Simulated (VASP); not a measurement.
# Ag (R-3m) in VASP: electric field gradients with PBE

Aim: the electric field gradients of Ag with PBE.

Everything below comes from runs of VASP 6.6.1. Logs are shortened: lines on timing, memory, paths and dates and some standing lists are left out, and cuts for length are marked.

### Step 1. The cell of the first run

Symmetry: R-3m, No. 166, trigonal system. Conventional cell: a = 2.946 Å, b = 2.946 Å, c = 21.614 Å, α = 90.00°, β = 90.00°, γ = 120.00°. Within 3.9 Å of Ag (site symmetry -3m) lie 12 Ag at 2.94 to 2.95 Å. Ag (site symmetry 3m) has 12 Ag at 2.94 to 2.95 Å within 3.9 Å.

### Step 2. Electric field gradients, PBE

INCAR

```
ALGO = Normal
EDIFF = 1E-8
ENCUT = 520
GGA = PE
ISIF = 2
ISMEAR = -1
LASPH = True
LCHARG = False
LEFG = True
LREAL = False
LWAVE = False
NBANDS = 24
NELM = 60
PREC = Accurate
SIGMA = 0.05
```

KPOINTS

```
k-points
0
Gamma
  12 12 12
```

POSCAR

```
Ag
1.0
    1.4730471633      0.8504641762      7.2046500000
   -1.4730471633      0.8504641762      7.2046500000
    0.0000000000     -1.7009283525      7.2046500000
Ag
3
Direct
    0.0000000000      0.0000000000      0.0000000000
    0.7777190000      0.7777190000      0.7777190000
    0.2222810000      0.2222810000      0.2222810000
```

Potentials or basis: VASP PAW PBE potentials, release 64 (Ag).

Run with:

```bash
cat potpaw_PBE.64/Ag/POTCAR > POTCAR
mpirun -np 1 vasp_std > vasp.out
```

OUTCAR:

```text
EDIFF = 1E-8
   ENCUT = 520
   GGA = PE
   ISIF = 2
   ISMEAR = -1
   LASPH = True
   LREAL = False
   NELM = 60
   PREC = Accurate

 ion  position               nearest neighbor table
   1  0.000  0.000  0.000-   2 2.94   3 2.94   2 2.94   2 2.94   3 2.94   3 2.94
   2  0.778  0.778  0.778-   1 2.94   1 2.94   1 2.94   3 2.94   3 2.94   3 2.94
   3  0.222  0.222  0.222-   1 2.94   1 2.94   1 2.94   2 2.94   2 2.94   2 2.94

  LATTYP: Found a trigonal (rhomboedric) cell.
 ALAT       =     7.4027115899
 COS(alpha) =     0.9208079399

  Lattice vectors:

 A1 = (   1.4730471633,   0.8504641762,   7.2046500000)
 A2 = (  -1.4730471633,   0.8504641762,   7.2046500000)
 A3 = (   0.0000000000,  -1.7009283525,   7.2046500000)

Analysis of symmetry for initial positions (statically):
=====================================================================
 Subroutine PRICEL returns:
 Original cell was already a primitive cell.

 Routine SETGRP: Setting up the symmetry group for a
 trigonal (rhombohedral) supercell.

 Subroutine GETGRP returns: Found 12 space group operations
 (whereof 12 operations were pure point group operations)
 out of a pool of 12 trial point group operations.

The static configuration has the point symmetry D_3d.

Analysis of symmetry for dynamics (positions and initial velocities):
=====================================================================
 Subroutine PRICEL returns:
 Original cell was already a primitive cell.

 Routine SETGRP: Setting up the symmetry group for a
 trigonal (rhombohedral) supercell.

 Subroutine GETGRP returns: Found 12 space group operations
 (whereof 12 operations were pure point group operations)
 out of a pool of 12 trial point group operations.

The dynamic configuration has the point symmetry D_3d.

 Subroutine INISYM returns: Found 12 space group operations
 (whereof 12 operations are pure point group operations),
 and found     1 'primitive' translations

----------------------------------------------------------------------------------------

                                     Primitive cell

  volume of cell :      54.1548

  direct lattice vectors                    reciprocal lattice vectors
     1.473047163  0.850464176  7.204650000     0.339432445  0.195971413  0.046266416
    -1.473047163  0.850464176  7.204650000    -0.339432445  0.195971413  0.046266416
     0.000000000 -1.700928353  7.204650000     0.000000000 -0.391942827  0.046266416

  length of vectors
     7.402711590  7.402711590  7.402711590     0.394664111  0.394664111  0.394664111

  position of ions in fractional coordinates (direct lattice)
     0.000000000  0.000000000  0.000000000
     0.777719000  0.777719000  0.777719000
     0.222281000  0.222281000  0.222281000

  ion indices of the primitive-cell ions
   primitive index   ion index
                 1           1
                 2           2
                 3           3

----------------------------------------------------------------------------------------

 KPOINTS: k-points

Automatic generation of k-mesh.
 Grid dimensions read from file:
 generate k-points for:   12   12   12

 Generating k-lattice:

  Cartesian coordinates                     Fractional coordinates (reciprocal lattice)
     0.028286037  0.016330951  0.003855535     0.083333333 -0.000000000 -0.000000000
    -0.028286037  0.016330951  0.003855535    -0.000000000  0.083333333 -0.000000000
     0.000000000 -0.032661902  0.003855535    -0.000000000 -0.000000000  0.083333333

  Length of vectors
     0.032888676  0.032888676  0.032888676

  Shift w.r.t. Gamma in fractional coordinates (k-lattice)
     0.000000000  0.000000000  0.000000000

 Subroutine IBZKPT returns following result:
 ===========================================

 Found    189 irreducible k-points:

 Following reciprocal coordinates:
            Coordinates               Weight
  0.000000  0.000000  0.000000      1.000000
  0.083333 -0.000000  0.000000      6.000000
  0.166667 -0.000000  0.000000      6.000000
  0.250000  0.000000  0.000000      6.000000
  0.333333 -0.000000  0.000000      6.000000
  0.416667 -0.000000  0.000000      6.000000
[... 16 lines left out ...]
  0.500000  0.166667  0.000000     12.000000
 -0.416667  0.166667  0.000000     12.000000
 [... further k-points ...]
   k-points           NKPTS =    189   k-points in BZ     NKDIM =    189   number of bands    NBANDS=     24
   number of dos      NEDOS =    301   number of ions     NIONS =      3
   total plane-waves  NPLWV = 175616
   dimension x,y,z NGX =    56 NGY =   56 NGZ =   56
   dimension x,y,z NGXF=   112 NGYF=  112 NGZF=  112
   ions per type =               3
   NGX,Y,Z   is equivalent  to a cutoff of  12.58, 12.58, 12.58 a.u.
   NGXF,Y,Z  is equivalent  to a cutoff of  25.15, 25.15, 25.15 a.u.
 SYSTEM =  unknown system
   PREC   = accura    normal or accurate (medium, high low for compatibility)
   ISTART =      0    job   : 0-new  1-cont  2-samecut
   ICHARG =      2    charge: 1-file 2-atom 10-const
   ISPIN  =      1    spin polarized calculation?
   LNONCOLLINEAR =      F non collinear calculations
   LSORBIT =      F    spin-orbit coupling
   LASPH  =      T    aspherical Exc in radial PAW
   ENCUT  =  520.0 eV  38.22 Ry    6.18 a.u.  13.76 13.76 13.76*2*pi/ulx,y,z
   NELM   =     60;   NELMIN=  2; NELMDL= -5     # of ELM steps
   EDIFF  = 0.1E-07   stopping-criterion for ELM
   LREAL  =      F    real-space projection
   EDIFFG = 0.1E-06   stopping-criterion for IOM
   NSW    =      0    number of steps for IOM
   IBRION =     -1    ionic relax: 0-MD 1-quasi-New 2-CG
   NFREE  =      0    steps in history (QN), initial steepest desc. (CG)
   ISIF   =      2    stress and relaxation
   ISYM   =      2    0-nonsym 1-usesym 2-fastsym
   POTIM  = 0.5000    time-step for ionic-motion
   TEBEG  =    0.0;   TEEND  =   0.0 temperature during run
   PSTRESS=    0.0 pullay stress
   NELECT =      33.0000    total number of electrons
   NUPDOWN=      -1.0000    fix difference up-down
   EMIN   =  10.00;   EMAX   =-10.00  energy-range for DOS
   EFERMI =   0.00;   METHOD = LEGACY
   ISMEAR =    -1;   SIGMA  =   0.05  broadening in eV -4-tet -1-fermi 0-gaus
   EFERMI_NEDOS =   21; number of points for ismear=-14 and -15
   IALGO  =     38    algorithm
   IMIX   =      4    mixing-type and parameters
     AMIX     =   0.40;   BMIX     =  1.00
     AMIX_MAG =   1.60;   BMIX_MAG =  1.00
  volume/ion in A,a.u.               =      18.05       121.82
  Fermi-wavevector in a.u.,A,eV,Ry     =   1.387929  2.622805 26.209536  1.926347
  Thomas-Fermi vector in A             =   2.512103
   LORBIT       =      0    0 simple, 1 ext, 2 COOP (PROOUT), +10 PAW based schemes
   GGA     = PE    functional components
   LHFCALC =     F    Hartree Fock is set to
   AEXX    =    0.0000 exact exchange contribution
   IVDW    =     0    specifies the selected vdW correction
   LEPSILON=     F    determine dielectric tensor
   LRPA    =     F    only Hartree local field effects (RPA)
 non-spin polarized calculation
  energy-cutoff  :      520.00
  volume of cell :       54.15
 maximum number of plane-waves:      1494
   NGX = 27   NGY = 27   NGZ = 27

 number of electron      33.0000001 magnetization

 Free energy of the ion-electron system (eV)
  ---------------------------------------------------
  ext. energy  EPLUGINS =         0.00000000
  ---------------------------------------------------
  free energy    TOTEN  =        -8.14014848 eV

  energy without entropy =       -8.13265713  energy(sigma->0) =       -8.13640280

 E-fermi :   7.6308     XC(G=0): -11.8708

 val. band max:        7.6247223355   @ k =  -0.2500   0.3333   0.2500
 cond. band min:       7.6504277154   @ k =  -0.1667   0.1667   0.0833
 fundamental gap:      0.0257053799
 Fermi energy:         7.6307612973

 k-point     1 :       0.0000    0.0000    0.0000
  band No.  band energies     occupation
      1       0.3044      2.00000
      2       1.7265      2.00000
      3       1.7336      2.00000
      4       3.0453      2.00000
      5       3.0453      2.00000
      6       3.0608      2.00000
[... 16 lines left out ...]
     23      24.5334      0.00000
     24      25.5273      0.00000

 k-point     2 :       0.0833   -0.0000    0.0000
  band No.  band energies     occupation
      1       0.4899      2.00000
      2       1.8505      2.00000
      3       1.8613      2.00000
      4       2.9786      2.00000
      5       2.9906      2.00000
      6       3.1238      2.00000
[... 16 lines left out ...]
     23      23.9313      0.00000
     24      24.3857      0.00000

 k-point     3 :       0.1667   -0.0000    0.0000
  band No.  band energies     occupation
      1       1.0036      2.00000
      2       2.1397      2.00000
      3       2.1458      2.00000
      4       2.7588      2.00000
      5       2.8616      2.00000
      6       2.9871      2.00000
[... 16 lines left out ...]
     23      22.8605      0.00000
     24      23.4640      0.00000

 k-point     4 :       0.2500    0.0000    0.0000
  band No.  band energies     occupation
      1       1.6191      2.00000
      2       2.1877      2.00000
      3       2.2627      2.00000
      4       2.4624      2.00000
      5       2.6784      2.00000
      6       2.9858      2.00000
[... 16 lines left out ...]
     23      21.2413      0.00000
     24      21.4016      0.00000

 k-point     5 :       0.3333   -0.0000    0.0000
  band No.  band energies     occupation
      1       1.7921      2.00000
      2       2.0046      2.00000
      3       2.1239      2.00000
      4       2.2724      2.00000
      5       2.4295      2.00000
      6       3.1691      2.00000
[... 451 lines left out ...]
 k-point    22 :       0.4167    0.1667   -0.0000
  band No.  band energies     occupation
      1       2.0396      2.00000
      2       2.2397      2.00000
      3       2.2751      2.00000
      4       2.4979      2.00000
      5       2.5423      2.00000
      6       2.8084      2.00000
[... 16 lines left out ...]
     23      17.2502      0.00000
     24      18.0912      0.00000

 k-point    23 :       0.5000    0.1667    0.0000
  band No.  band energies     occupation
      1       1.9063      2.00000
      2       2.1425      2.00000
      3       2.2680      2.00000
      4       2.3322      2.00000
      5       2.3819      2.00000
      6       2.8914      2.00000
[... 16 lines left out ...]
     23      16.3886      0.00000
     24      17.3275      0.00000

 k-point    24 :      -0.4167    0.1667    0.0000
  band No.  band energies     occupation
      1       1.8655      2.00000
      2       2.0991      2.00000
      3       2.1766      2.00000
      4       2.3197      2.00000
      5       2.3885      2.00000
      6       2.9165      2.00000
[... 16 lines left out ...]
     23      16.2914      0.00000
     24      18.5638      0.00000

 [... further k-points ...]
[... 5 lines left out ...]
  --------------------------------------------------------------------------------------
  -------------------------------------------------------------------------------------
  Total       -0.2564474     -0.2564474     -0.3813925      0.0000000      0.0000000     -0.0000000
  in kB       -7.5870335     -7.5870335    -11.2835544      0.0000000      0.0000000     -0.0000000
  external PRESSURE =      -8.8192071 kB  Pullay stress =       0.0000000 kB

 VOLUME and BASIS-vectors are now :
 -----------------------------------------------------------------------------
  energy-cutoff  :      520.00
  volume of cell :       54.15
      direct lattice vectors                 reciprocal lattice vectors
     1.473047163  0.850464176  7.204650000     0.339432445  0.195971413  0.046266416
    -1.473047163  0.850464176  7.204650000    -0.339432445  0.195971413  0.046266416
     0.000000000 -1.700928353  7.204650000     0.000000000 -0.391942827  0.046266416

 POSITION                                       TOTAL-FORCE (eV/Angst)
 -----------------------------------------------------------------------------------
      0.00000      0.00000      0.00000        -0.000000     -0.000000     -0.000000
      0.00000     -0.00000     16.80958         0.000000      0.000000     -0.001687
      0.00000     -0.00000      4.80437         0.000000     -0.000000      0.001687
 -----------------------------------------------------------------------------------
    total drift:                               -0.000000     -0.000000      0.000000

  FREE ENERGIE OF THE ION-ELECTRON SYSTEM (eV)
  ---------------------------------------------------
  free  energy   TOTEN  =        -8.1401484825 eV

  energy  without entropy=       -8.1326571266  energy(sigma->0) =       -8.13640280

 Electric field gradients (V/A^2)
---------------------------------------------------------------------
 ion       V_xx      V_yy      V_zz      V_xy      V_xz      V_yz
---------------------------------------------------------------------
   1      -0.864    -0.864     1.728     0.000     0.000     0.000
   2      -1.520    -1.520     3.040     0.000     0.000     0.000
   3      -1.520    -1.520     3.040     0.000     0.000     0.000
---------------------------------------------------------------------

 Electric field gradients after diagonalization (V/A^2)
 (convention: |V_zz| > |V_xx| > |V_yy|)
----------------------------------------------------------------------
 ion       V_xx      V_yy      V_zz     asymmetry (V_yy - V_xx)/ V_zz
----------------------------------------------------------------------
   1      -0.864    -0.864     1.728       0.000
   2      -1.520    -1.520     3.040       0.000
   3      -1.520    -1.520     3.040       0.000
----------------------------------------------------------------------

           NMR quadrupolar parameters

 Cq : quadrupolar parameter    Cq=e*Q*V_zz/h
 eta: asymmetry parameters     (V_yy - V_xx)/ V_zz
 Q  : nuclear electric quadrupole moment in mb (millibarn)
----------------------------------------------------------------------
 ion       Cq(MHz)       eta       Q (mb)
----------------------------------------------------------------------
   1       0.004       0.000       1.000
   2       0.007       0.000       1.000
   3       0.007       0.000       1.000
----------------------------------------------------------------------
```

Wall time 28 min (1 thread of Oxide Virtual Turin-like, shared host); peak memory 0.49 GiB.

Results:

```
Free energy                             : -8.1401 eV
Pressure                                : -0.9 GPa
Band gap on the k mesh                  : zero (an odd number of electrons rules out a gap without spin polarisation)
Largest electric field gradient by atom : Ag +1.7, +3.0 (each value once) V/Å²
```

Stress tensor (GPa, compression positive):
```
-0.76  0.00  0.00
 0.00 -0.76  0.00
 0.00  0.00 -1.13
```

Electric field gradients, principal values (V/Å²):
| atom | least | middle | greatest (by size) |
| --- | --- | --- | --- |
| 1 Ag | -0.864 | -0.864 | 1.728 |
| 2 Ag | -1.520 | -1.520 | 3.040 |
| 3 Ag | -1.520 | -1.520 | 3.040 |

Caveat: without QUAD_EFG the Cq values of the log hold for a quadrupole moment of 1 mb, not for the nuclei.

The gap in the log of VASP goes by the Fermi energy; the results here count the filled bands.